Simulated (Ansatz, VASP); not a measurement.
NaSr: VASP beside Ansatz

```
CELL_PARAMETERS angstrom
-2.07697 -3.59743 0.00000
0.00000 2.39828 -6.50446
6.23092 -3.59743 0.00000
ATOMIC_POSITIONS crystal
Na 0.00000 0.00000 0.00000
Na 0.50000 0.00000 0.50000
Sr 0.25000 0.50000 0.75000
Sr 0.75000 0.50000 0.25000
```

Alike in both runs: task single point; functional PBE; k mesh 6 × 6 × 4; occupations gaussian, width 0.2 eV; no spin polarisation.

|  | VASP | Ansatz |
| --- | --- | --- |
| version | VASP 6.6.1 | Ansatz 0.2.0 |
| potentials or method | VASP PAW PBE potentials, release 64 (Na_pv, Sr_sv), cutoff 520 eV | scalar-relativistic, plane waves, PAW |
| valence electrons in the cell | 34 | 38 |

```csv
,VASP,Ansatz,Ansatz less VASP
gap on the k mesh at the Fermi level (eV),none,none,-
pressure (GPa),0.0,0.0,0.00
"traceless stress, the component that is largest in VASP (GPa)",0.06,0.06,-0.001
```

A gap of «none» marks a metal or a gap that the smearing closes. VASP's potentials hold 34 valence electrons a cell and Ansatz's 38, so a difference there can come from the potentials and not from the codes.
